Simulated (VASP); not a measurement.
# Mo5W: single point with PBE

The system is Mo5W.

```xyz
6
Lattice="3.1641 0.0000 0.0000 0.0000 3.1641 0.0000 0.0000 0.0000 9.4952" Properties=species:S:1:pos:R:3 pbc="T T T"
Mo    0.0000    0.0000    6.3245
Mo    1.5821    1.5821    7.9083
Mo    1.5821    1.5821    1.5869
Mo    0.0000    0.0000    3.1706
Mo    1.5821    1.5821    4.7476
W     0.0000    0.0000    0.0000
```

```yaml
Program: VASP 6.6.1
Task: single point
Functional: PBE
Potentials_or_basis: VASP PAW PBE potentials, release 64 (Mo_sv, W_sv)
Cutoff: 520 eV
k_mesh: 6 × 6 × 2
Occupations: gaussian, width 0.1 eV
Spin: no spin polarisation
Dipole_correction: no
Further_INCAR_settings: ALGO = Fast; EDIFF = 1e-07; NBANDS = 51
```

```
Pressure               : 0.4 GPa
Largest force          : 0.020 eV/Å
Band gap on the k mesh : zero (band 42 reaches 13.66 eV, above the bottom of band 43 at 11.68 eV)
```

Forces in eV/Å, atoms in the order of the input:
```
Mo   0.000  0.000 -0.020
Mo   0.000  0.000  0.010
Mo   0.000  0.000 -0.010
Mo   0.000  0.000  0.020
Mo   0.000  0.000  0.000
W    0.000  0.000  0.000
```

Stress tensor (GPa, compression positive):
```
0.42 0.00 0.00
0.00 0.42 0.00
0.00 0.00 0.34
```

Levels at points of the mesh, in eV from the Fermi level:
```csv
k point,band 39,band 40,band 41,band 42,band 43,band 44,band 45,band 46
"(0.00, 0.00, 0.00)",-1.30,-1.30,-0.95,-0.88,-0.43,-0.34,0.52,0.52
"(0.50, 0.00, 0.00)",-0.76,-0.70,-0.68,-0.67,-0.64,-0.60,0.73,0.89
"(0.50, 0.50, 0.00)",-1.50,-1.50,1.31,1.31,1.56,1.59,2.05,2.08
"(0.00, 0.00, 0.50)",-1.22,-1.12,-0.76,-0.76,-0.66,-0.66,0.73,0.76
"(0.50, 0.00, 0.50)",-1.91,-1.90,0.00,0.04,0.14,0.21,1.31,1.31
"(0.50, 0.50, 0.50)",-0.03,-0.03,0.22,0.22,1.67,1.68,1.84,1.85
```

Run time: 110 s on 1 thread of Intel(R) Xeon(R) Platinum 8488C (Sapphire Rapids) (shared host), peak memory 0.23 GiB.

Caveat: spin-orbit coupling is left out, which moves the levels of the heavy elements.
